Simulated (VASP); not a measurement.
Here is a VASP 6.6.1 calculation.

File INCAR:

```
SYSTEM = AlN
PREC     = Accurate       ! precision mode
ENCUT    = 600            ! plane-wave cutoff, eV
EDIFF    = 1E-6           ! SCF threshold, eV
ISMEAR   = 0              ! smearing method
SIGMA    = 0.01           ! smearing width, eV
LREAL    = .False.        ! projectors in reciprocal space
LASPH    = .True.         ! aspherical terms in the spheres
NELM     = 120            ! most SCF steps
ALGO     = Normal         ! electronic algorithm
ISIF     = 2              ! what is computed and relaxed
LWAVE    = .False.        ! write WAVECAR
LCHARG   = .False.        ! write CHGCAR
GGA      = CA             ! functional
NBANDS   = 11             ! bands
GGA_COMPAT= .False.
```

KPOINTS

```
regular mesh
0
Gamma
  8 8 8
  0 0 0
```

Contents of POSCAR:

```
AlN
1.0
    0.0000000000      1.9755415763      1.9755415763
    1.9755415763      0.0000000000      1.9755415763
    1.9755415763      1.9755415763      0.0000000000
Al N
1 1
Direct
    0.0000000000      0.0000000000      0.0000000000
    0.5000000000      0.5000000000      0.5000000000
```

Potentials or basis: VASP PAW LDA potentials, release 64 (Al, N).

Run with:

```sh
$ cat potpaw_LDA.64/Al/POTCAR potpaw_LDA.64/N/POTCAR > POTCAR
$ mpirun -np 1 vasp_std > vasp.out
```

(1) Predict the pressure.

(2) What does it give for the band gap on the k mesh?

Answers

(1) 14.3 GPa.

(2) 5.06 eV, indirect (least direct gap 6.81 eV).
